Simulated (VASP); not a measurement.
# BN (F-43m) in VASP: settings compared, part 2 of 2

VASP 6.6.1. The steps go on from the part before.

### 4 Single point, RPBE+D4

This run uses another cell than the first one, of 5.81 Å³/atom, 0.975 times its volume.

INCAR reads:

```
PREC = Accurate
ENCUT = 520
EDIFF = 1E-6
ISMEAR = -1
SIGMA = 0.05
LREAL = False
LASPH = True
NELM = 80
ALGO = Normal
ISIF = 2
LWAVE = False
LCHARG = False
GGA = RP
IVDW = 13
NBANDS = 11
```

KPOINTS reads:

```
regular mesh
0
Gamma
  13 13 13
```

POSCAR reads:

```
BN
1.0
    0.0000000000      1.7976448552      1.7976448552
    1.7976448552      0.0000000000      1.7976448552
    1.7976448552      1.7976448552      0.0000000000
N B
1 1
Direct
    0.2500000000      0.2500000000      0.2500000000
    0.0000000000      0.0000000000      0.0000000000
```

Potentials or basis: VASP PAW PBE potentials, release 64 (N, B).

On the command line:

```
cat potpaw_PBE.64/N/POTCAR potpaw_PBE.64/B/POTCAR > POTCAR
mpirun -np 1 vasp_std > vasp.out
```

OUTCAR:

```text
PREC = Accurate
   ENCUT = 520
   EDIFF = 1E-6
   ISMEAR = -1
   LREAL = False
   LASPH = True
   NELM = 80
   ISIF = 2
   GGA = RP
   IVDW = 13

 ion  position               nearest neighbor table
   1  0.250  0.250  0.250-   2 1.56   2 1.56   2 1.56   2 1.56
   2  0.000  0.000  0.000-   1 1.56   1 1.56   1 1.56   1 1.56

  LATTYP: Found a face centered cubic cell.
 ALAT       =     3.5952897104

  Lattice vectors:

 A1 = (   0.0000000000,   1.7976448552,   1.7976448552)
 A2 = (   1.7976448552,   0.0000000000,   1.7976448552)
 A3 = (   1.7976448552,   1.7976448552,   0.0000000000)

Analysis of symmetry for initial positions (statically):
=====================================================================
 Subroutine PRICEL returns:
 Original cell was already a primitive cell.

 Routine SETGRP: Setting up the symmetry group for a
 face centered cubic supercell.

 Subroutine GETGRP returns: Found 24 space group operations
 (whereof 24 operations were pure point group operations)
 out of a pool of 48 trial point group operations.

The static configuration has the point symmetry T_d .

Analysis of symmetry for dynamics (positions and initial velocities):
=====================================================================
 Subroutine PRICEL returns:
 Original cell was already a primitive cell.

 Routine SETGRP: Setting up the symmetry group for a
 face centered cubic supercell.

 Subroutine GETGRP returns: Found 24 space group operations
 (whereof 24 operations were pure point group operations)
 out of a pool of 48 trial point group operations.

The dynamic configuration has the point symmetry T_d .

 Subroutine INISYM returns: Found 24 space group operations
 (whereof 24 operations are pure point group operations),
 and found     1 'primitive' translations

----------------------------------------------------------------------------------------

                                     Primitive cell

  volume of cell :      11.6183

  direct lattice vectors                    reciprocal lattice vectors
     0.000000000  1.797644855  1.797644855    -0.278141702  0.278141702  0.278141702
     1.797644855  0.000000000  1.797644855     0.278141702 -0.278141702  0.278141702
     1.797644855  1.797644855  0.000000000     0.278141702  0.278141702 -0.278141702

  length of vectors
     2.542253735  2.542253735  2.542253735     0.481755560  0.481755560  0.481755560

  position of ions in fractional coordinates (direct lattice)
     0.250000000  0.250000000  0.250000000
     0.000000000  0.000000000  0.000000000

  ion indices of the primitive-cell ions
   primitive index   ion index
                 1           1
                 2           2

----------------------------------------------------------------------------------------

 KPOINTS: regular mesh

Automatic generation of k-mesh.
 Grid dimensions read from file:
 generate k-points for:   13   13   13

 Generating k-lattice:

  Cartesian coordinates                     Fractional coordinates (reciprocal lattice)
    -0.021395516  0.021395516  0.021395516     0.076923077  0.000000000  0.000000000
     0.021395516 -0.021395516  0.021395516     0.000000000  0.076923077  0.000000000
     0.021395516  0.021395516 -0.021395516     0.000000000  0.000000000  0.076923077

  Length of vectors
     0.037058120  0.037058120  0.037058120

  Shift w.r.t. Gamma in fractional coordinates (k-lattice)
     0.000000000  0.000000000  0.000000000

 Subroutine IBZKPT returns following result:
 ===========================================

 Found     84 irreducible k-points:

 Following reciprocal coordinates:
            Coordinates               Weight
  0.000000  0.000000  0.000000      1.000000
  0.076923  0.000000  0.000000      8.000000
  0.153846  0.000000  0.000000      8.000000
  0.230769  0.000000  0.000000      8.000000
  0.307692  0.000000  0.000000      8.000000
  0.384615  0.000000  0.000000      8.000000
[... 16 lines left out ...]
  0.384615  0.153846  0.000000     24.000000
  0.461538  0.153846  0.000000     24.000000
 [... further k-points ...]
   k-points           NKPTS =     84   k-points in BZ     NKDIM =     84   number of bands    NBANDS=     11
   number of dos      NEDOS =    301   number of ions     NIONS =      2
   total plane-waves  NPLWV =   8000
   dimension x,y,z NGX =    20 NGY =   20 NGZ =   20
   dimension x,y,z NGXF=    40 NGYF=   40 NGZF=   40
   ions per type =               1   1
   NGX,Y,Z   is equivalent  to a cutoff of  13.08, 13.08, 13.08 a.u.
   NGXF,Y,Z  is equivalent  to a cutoff of  26.16, 26.16, 26.16 a.u.
 SYSTEM =  unknown system
   PREC   = accura    normal or accurate (medium, high low for compatibility)
   ISTART =      0    job   : 0-new  1-cont  2-samecut
   ICHARG =      2    charge: 1-file 2-atom 10-const
   ISPIN  =      1    spin polarized calculation?
   LNONCOLLINEAR =      F non collinear calculations
   LSORBIT =      F    spin-orbit coupling
   LASPH  =      T    aspherical Exc in radial PAW
   ENCUT  =  520.0 eV  38.22 Ry    6.18 a.u.   4.73  4.73  4.73*2*pi/ulx,y,z
   NELM   =     80;   NELMIN=  2; NELMDL= -5     # of ELM steps
   EDIFF  = 0.1E-05   stopping-criterion for ELM
   LREAL  =      F    real-space projection
   EDIFFG = 0.1E-04   stopping-criterion for IOM
   NSW    =      0    number of steps for IOM
   IBRION =     -1    ionic relax: 0-MD 1-quasi-New 2-CG
   NFREE  =      0    steps in history (QN), initial steepest desc. (CG)
   ISIF   =      2    stress and relaxation
   ISYM   =      2    0-nonsym 1-usesym 2-fastsym
   POTIM  = 0.5000    time-step for ionic-motion
   TEBEG  =    0.0;   TEEND  =   0.0 temperature during run
   PSTRESS=    0.0 pullay stress
   NELECT =       8.0000    total number of electrons
   NUPDOWN=      -1.0000    fix difference up-down
   EMIN   =  10.00;   EMAX   =-10.00  energy-range for DOS
   EFERMI =   0.00;   METHOD = LEGACY
   ISMEAR =    -1;   SIGMA  =   0.05  broadening in eV -4-tet -1-fermi 0-gaus
   EFERMI_NEDOS =   21; number of points for ismear=-14 and -15
   IALGO  =     38    algorithm
   IMIX   =      4    mixing-type and parameters
     AMIX     =   0.40;   BMIX     =  1.00
     AMIX_MAG =   1.60;   BMIX_MAG =  1.00
  volume/ion in A,a.u.               =       5.81        39.20
  Fermi-wavevector in a.u.,A,eV,Ry     =   1.445631  2.731847 28.434141  2.089850
  Thomas-Fermi vector in A             =   2.563791
   LORBIT       =      0    0 simple, 1 ext, 2 COOP (PROOUT), +10 PAW based schemes
   GGA     = RP    functional components
   LHFCALC =     F    Hartree Fock is set to
   AEXX    =    0.0000 exact exchange contribution
   IVDW    =    13    specifies the selected vdW correction
   LEPSILON=     F    determine dielectric tensor
   LRPA    =     F    only Hartree local field effects (RPA)
 non-spin polarized calculation
  energy-cutoff  :      520.00
  volume of cell :       11.62
 maximum number of plane-waves:       331
   NGX =  9   NGY =  9   NGZ =  9

 number of electron       7.9999998 magnetization

 Free energy of the ion-electron system (eV)
  ---------------------------------------------------
  ext. energy  EPLUGINS =         0.00000000
  ---------------------------------------------------
  free energy    TOTEN  =       -16.60337678 eV

  energy without entropy =      -16.60337678  energy(sigma->0) =      -16.60337678

 E-fermi :   8.7570     XC(G=0): -12.8115

 val. band max:        7.7213380914   @ k =   0.0000   0.0000   0.0000
 cond. band min:      12.3009331382   @ k =   0.4615   0.4615   0.0000
 fundamental gap:      4.5795950468
 Fermi energy:         8.7569763861

 k-point     1 :       0.0000    0.0000    0.0000
  band No.  band energies     occupation
      1     -12.7653      2.00000
      2       7.7213      2.00000
      3       7.7213      2.00000
      4       7.7213      2.00000
      5      16.6745      0.00000
      6      16.6745      0.00000
      7      16.6745      0.00000
      8      18.3327      0.00000
      9      32.9157      0.00000
     10      35.6128      0.00000
     11      35.6128      0.00000
[... 309 lines left out ...]
 k-point    24 :       0.4615    0.1538    0.0000
  band No.  band energies     occupation
      1      -8.7317      2.00000
      2      -1.6846      2.00000
      3       4.4082      2.00000
      4       4.8454      2.00000
      5      16.7399      0.00000
      6      20.0732      0.00000
      7      20.4320      0.00000
      8      22.6617      0.00000
      9      28.9109      0.00000
     10      34.4120      0.00000
     11      36.0873      0.00000

 [... further k-points ...]

------------------------ aborting loop because EDIFF is reached ----------------------------------------

  DFT-D4 for vdW energy calculation

  Edisp (eV):   -1.19438

  FORCE on cell =-STRESS in cart. coord.  units (eV):
  Direction    XX          YY          ZZ          XY          YZ          ZX
  --------------------------------------------------------------------------------------
  -------------------------------------------------------------------------------------
  Total       0.02204     0.02204     0.02204     0.00000    -0.00000    -0.00000
  in kB       3.03924     3.03924     3.03924     0.00000    -0.00000    -0.00000
  external pressure =        3.04 kB  Pullay stress =        0.00 kB

 VOLUME and BASIS-vectors are now :
 -----------------------------------------------------------------------------
  energy-cutoff  :      520.00
  volume of cell :       11.62
      direct lattice vectors                 reciprocal lattice vectors
     0.000000000  1.797644855  1.797644855    -0.278141702  0.278141702  0.278141702
     1.797644855  0.000000000  1.797644855     0.278141702 -0.278141702  0.278141702
     1.797644855  1.797644855  0.000000000     0.278141702  0.278141702 -0.278141702

 POSITION                                       TOTAL-FORCE (eV/Angst)
 -----------------------------------------------------------------------------------
      0.89882      0.89882      0.89882         0.000000     -0.000000     -0.000000
      0.00000      0.00000      0.00000        -0.000000      0.000000      0.000000
 -----------------------------------------------------------------------------------
    total drift:                                0.000000      0.000000      0.000000

  FREE ENERGIE OF THE ION-ELECTRON SYSTEM (eV)
  ---------------------------------------------------
  free  energy   TOTEN  =       -17.7977587453 eV

  energy  without entropy=      -17.7977587453  energy(sigma->0) =      -17.79775875
```

stdout:

```text
POSCAR found type information on POSCAR N B
 POSCAR found :  2 types and       2 ions
 scaLAPACK will be used
 -----------------------------------------------------------------------------
|                                                                             |
|                                                                             |
|     You enforced a specific xc type in the INCAR file but a different       |
|     I HOPE YOU KNOW WHAT YOU ARE DOING!                                     |
|                                                                             |
 -----------------------------------------------------------------------------

 LDA part: xc-table for (Slater+PW92), standard interpolation
 POSCAR, INCAR and KPOINTS ok, starting setup
 FFT: planning ... GRIDC
 FFT: planning ... GRID_SOFT
 FFT: planning ... GRID
 WAVECAR not read
 entering main loop
```

It took 13 s on 1 thread of Intel Xeon Platinum 8375C at 2.90GHz (Ice Lake), shared host; peak memory 0.12 GiB.

Results:

* Free energy: -17.7978 eV
* Pressure: 0.3 GPa
* Band gap on the k mesh: 4.58 eV, indirect (least direct gap 8.95 eV)
* Dispersion energy per atom: -0.597 eV

Levels at points of the mesh, in eV from the valence-band top:
```
           k point  band 1  band 2  band 3  band 4  band 5  band 6  band 7  band 8  band 9
(0.00, 0.00, 0.00)  -20.49    0.00    0.00    0.00    8.95    8.95    8.95   10.61   25.19
```

Caveat: the PAW data sets were made with another functional, which shifts forces and pressure a little. A k mesh can miss the band edges.

### 5 Single point, PBE

INCAR reads:

```
SYSTEM = BN
ALGO = Normal
EDIFF = 1E-6
ENCUT = 520
GGA = PE
ISIF = 2
ISMEAR = 0
LASPH = .True.
LCHARG = .True.
LELF = .True.
LREAL = .False.
LVHAR = .True.
LWAVE = .False.
NBANDS = 11
NELM = 80
PREC = Accurate
SIGMA = 0.012
```

KPOINTS reads:

```
k-points
0
Gamma
  13 13 13
  0 0 0
```

POSCAR reads:

```
BN
1.0
    0.0000000000      1.8130010000      1.8130010000
    1.8130010000      0.0000000000      1.8130010000
    1.8130010000      1.8130010000      0.0000000000
N B
1 1
Direct
    0.2500000000      0.2500000000      0.2500000000
    0.0000000000      0.0000000000      0.0000000000
```

On the command line:

```
cat potpaw_PBE.64/N/POTCAR potpaw_PBE.64/B/POTCAR > POTCAR
mpirun -np 1 vasp_std > vasp.out
```

It took 13 s on 1 thread of Intel Xeon Platinum 8375C at 2.90GHz (Ice Lake), shared host; peak memory 0.12 GiB.

The run converged. Its results:

- Free energy: -17.4510 eV
- Pressure: -0.2 GPa
- Band gap on the k mesh: 4.52 eV, indirect (least direct gap 8.78 eV)

Levels at points of the mesh, in eV from the valence-band top:
```csv
k point,band 1,band 2,band 3,band 4,band 5,band 6,band 7,band 8,band 9
"(0.00, 0.00, 0.00)",-20.13,0.00,0.00,0.00,8.78,8.78,8.78,10.20,24.58
```

A k mesh can miss the band edges. PBE gaps usually lie below the measured ones, often by a third to a half.

### 6 Single point, PBE

INCAR reads:

```
ALGO = Normal
EDIFF = 1E-6
ENCUT = 520
GGA = PE
ISIF = 2
ISMEAR = 0
LASPH = True
LCHARG = True
LELF = True
LREAL = False
LVHAR = True
LWAVE = False
NBANDS = 11
NELM = 60
PREC = Accurate
SIGMA = 0.023
```

KPOINTS reads:

```
k-points
0
Gamma
  13 13 13
```

POSCAR is that of step 5.

Potentials or basis: VASP PAW PBE potentials, release 64 (N, B).

On the command line:

```
cat potpaw_PBE.64/N/POTCAR potpaw_PBE.64/B/POTCAR > POTCAR
mpirun -np 1 vasp_std > vasp.out
```

It took 18 s on 1 thread of Intel Xeon Platinum 8375C at 2.90GHz (Ice Lake), shared host; peak memory 0.12 GiB.

Results (log left out):

```
Free energy            : -17.4510 eV
Pressure               : -0.2 GPa
Band gap on the k mesh : 4.52 eV, indirect (least direct gap 8.78 eV)
```

Levels at points of the mesh, in eV from the valence-band top:
```tsv
k point	band 1	band 2	band 3	band 4	band 5	band 6	band 7	band 8
(0.00, 0.00, 0.00)	-20.13	0.00	0.00	0.00	8.78	8.78	8.78	10.20
```

A k mesh can miss the band edges.

### 7 Summary

```tsv
task	level	cell	k mesh	cutoff (eV)	smearing	gap on the mesh (eV)	pressure (GPa)
relaxation of cell and atoms	PBE+D3(BJ)	relaxed from a = 2.564 Å, angles 60.0°, 2 atoms	13 × 13 × 13	600	fermi-dirac 0.05 eV	4.54	0.0
single point	PBE	a = 2.564 Å, angles 60.0°, 2 atoms	5 × 5 × 5	520	fermi-dirac 0.02 eV	4.92	0.0
single point	RPBE+D4	a = 2.542 Å, angles 60.0°, 2 atoms	13 × 13 × 13	520	fermi-dirac 0.05 eV	4.58	0.3
single point	PBE	a = 2.564 Å, angles 60.0°, 2 atoms	13 × 13 × 13	520	gaussian 0.012 eV	4.52	-0.2
single point	PBE	a = 2.564 Å, angles 60.0°, 2 atoms	13 × 13 × 13	520	gaussian 0.023 eV	4.52	-0.2
```

Alike in all rows: potentials or basis VASP PAW PBE potentials, release 64 (N, B); no spin polarisation.

Caveats: some runs use coarse meshes; the PAW data sets were made with another functional, which shifts forces and pressure a little (some runs).

Absolute energies hang on the potentials; compare differences alone.
